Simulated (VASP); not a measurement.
**Ru: relaxation of cell and atoms with PBEsol**

The system is Ru.

```
Ru
1.0
     2.51758   -1.66393    0.00000
     2.51758    1.66393    0.00000
     0.00000    0.00000    6.78758
Ru
4
Direct
  0.85000 0.15000 0.11700
  0.65000 0.35000 0.61700
  0.15000 0.85000 0.88300
  0.35000 0.65000 0.38300
```

| Item | Value |
| --- | --- |
| Program | VASP 6.6.1 |
| Task | relaxation of cell and atoms |
| Functional | PBEsol |
| Potentials or basis | VASP PAW PBE potentials, release 64 (Ru_pv) |
| Cutoff | 600 eV |
| k mesh | 6 × 6 × 4 |
| Occupations | gaussian, width 0.1 eV |
| Spin | no spin polarisation |
| Dipole correction | no |
| Further INCAR settings | ALGO = Normal; EDIFF = 1e-07; IBRION = 2; EDIFFG = -0.04; NSW = 90; ISIF = 3 |

The relaxed volume is 13.40 Å³/atom, the relaxed cell is a = 2.676 Å, b = 2.676 Å, c = 7.486 Å, α = 90.00°, β = 90.00°, γ = 89.94° and the space group after relaxing (to 0.1 Å) is Fm-3m (No. 225). The energy gained by relaxing is 2208.2 meV/atom. The ionic steps are 38. The pressure after relaxing is 0.1 GPa, the largest force after relaxing is 0.010 eV/Å and the band gap on the k mesh is zero (bands 28 and 29 overlap by 2.92 eV).

Forces on the atoms (eV/Å):
```
Ru   0.000  0.009  0.003
Ru   0.000 -0.009  0.003
Ru   0.000 -0.009 -0.003
Ru   0.000  0.009 -0.003
```

Stress tensor (GPa, compression positive):
```
 0.03  0.00  0.00
 0.00  0.23  0.00
 0.00  0.00 -0.10
```

Step by step:
| step | energy change (eV) | largest force (eV/Å) | pressure (GPa) | volume (Å³) |
| --- | --- | --- | --- | --- |
| 1 | 0.0000 | 13.6702 | 59.95 | 56.87 |
| 2 | -1.2804 | 0.0406 | -14.62 | 105.41 |
| 3 | -1.4365 | 0.1540 | -15.78 | 102.40 |
| 4 | -1.5992 | 0.2581 | -17.04 | 99.46 |
| 5 | -3.4591 | 0.3845 | -21.83 | 77.27 |
| 6 | -4.5053 | 1.3334 | -13.50 | 66.82 |
| 7 | -4.5164 | 1.6192 | 1.01 | 61.78 |
| 8 | -4.5841 | 1.5250 | -8.13 | 64.52 |
| 9 | -7.7657 | 0.8507 | -15.06 | 59.91 |
| 10 | -8.2531 | 0.7779 | -9.79 | 58.00 |
| 11 | -8.3118 | 0.8356 | -6.32 | 57.17 |
| 12 | -8.3358 | 0.6926 | 15.22 | 52.99 |
| 13 | -8.3997 | 0.7626 | 4.37 | 54.84 |
| 14 | -8.4529 | 0.6154 | -2.26 | 55.21 |
| 15 | -8.4540 | 0.5355 | -1.21 | 55.14 |
| 16 | -8.5064 | 0.5599 | 0.38 | 54.62 |
| 17 | -8.6660 | 0.6005 | 6.38 | 53.07 |
| 18 | -8.3554 | 0.9188 | 29.41 | 50.03 |
| 19 | -8.6899 | 0.5756 | 9.01 | 52.58 |
| 20 | -8.7010 | 0.4132 | 13.96 | 51.75 |
| 21 | -8.7049 | 0.5006 | 12.04 | 52.04 |
| 22 | -8.7131 | 0.4708 | 11.87 | 52.05 |
| 23 | -8.7333 | 0.3682 | 11.39 | 52.07 |
| 24 | -8.7501 | 0.1697 | 10.79 | 52.10 |
| 25 | -8.7666 | 0.1659 | 9.14 | 52.33 |
| 26 | -8.8017 | 0.1553 | 4.25 | 53.01 |
| 27 | -8.8091 | 0.1381 | -4.52 | 54.38 |
| 28 | -8.8158 | 0.1444 | -1.16 | 53.83 |
| 29 | -8.8186 | 0.1416 | -1.06 | 53.81 |
| 30 | -8.8254 | 0.1313 | -0.71 | 53.75 |
| 31 | -8.8311 | 0.1025 | 0.05 | 53.62 |
| 32 | -8.8311 | 0.1012 | 0.10 | 53.61 |
| 33 | -8.8315 | 0.0882 | -0.02 | 53.62 |
| 34 | -8.8325 | 0.0478 | -0.26 | 53.66 |
| 35 | -8.8323 | 0.0384 | -0.74 | 53.73 |
| 36 | -8.8327 | 0.0140 | -0.48 | 53.69 |
| 37 | -8.8328 | 0.0120 | 0.40 | 53.55 |
| 38 | -8.8329 | 0.0098 | 0.05 | 53.61 |

Final structure:
```
Ru
1.0
     1.89320   -1.89118    0.00000
     1.89320    1.89118    0.00000
     0.00000    0.00000    7.48614
Ru
4
Cartesian
  1.8932 -0.9467 0.9355
  1.8932 -0.9445 4.6786
  1.8932 0.9467 6.5506
  1.8932 0.9445 2.8075
```

Levels at points of the mesh, in eV from the Fermi level:
```tsv
k point	band 26	band 27	band 28	band 29	band 30	band 31
(0.00, 0.00, 0.00)	-0.84	-0.84	-0.84	-0.30	-0.10	0.61
(0.50, 0.00, 0.00)	-1.41	-0.39	-0.39	0.92	0.92	1.68
(0.50, 0.50, 0.00)	1.69	2.15	2.16	2.16	2.16	2.30
(0.00, 0.00, 0.50)	-0.79	-0.04	-0.04	1.11	1.11	1.11
(0.50, 0.00, 0.50)	-1.44	-1.44	-1.44	0.91	0.91	0.92
(0.50, 0.50, 0.50)	0.70	0.70	0.70	2.16	2.16	2.16
```

Wall time 21 min on 1 thread of AMD EPYC 9R45 96-Core Processor (Zen 5) (shared host), peak memory 0.2 GiB.

Caveat: the k points lie up to 0.39 Å⁻¹ apart in the final cell, too coarse for converged energies and pressures of a metal; the PAW data sets were made with another functional, which shifts forces and pressure a little.
